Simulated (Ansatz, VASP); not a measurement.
Two plane-wave programs on Zr

```
Zr
1.0
     0.00000    3.15944    3.15944
     3.15944    0.00000    3.15944
     3.15944    3.15944    0.00000
Zr
2
Direct
  0.00000 0.00000 0.00000
  0.25000 0.25000 0.25000
```

Change from the starting cell: volume scaled by 1.02, PAW files.

Alike in both runs: task electric field gradients; functional PBE; k mesh 10 × 10 × 10; occupations fermi-dirac, width 0.05 eV; no spin polarisation.

|  | VASP | Ansatz |
| --- | --- | --- |
| version | VASP 6.6.1 | Ansatz 0.2.0 |
| potentials or method | VASP PAW PBE potentials, release 64 (Zr_sv) | PAW with Ansatz's default frozen-core files, scalar-relativistic |
| plane-wave cutoff (eV) | 520 | 420 |
| valence electrons in the cell | 24 | 24 |

|  | VASP | Ansatz | Ansatz less VASP |
| --- | --- | --- | --- |
| pressure (GPa) | -0.7 | -0.7 | -0.07 |
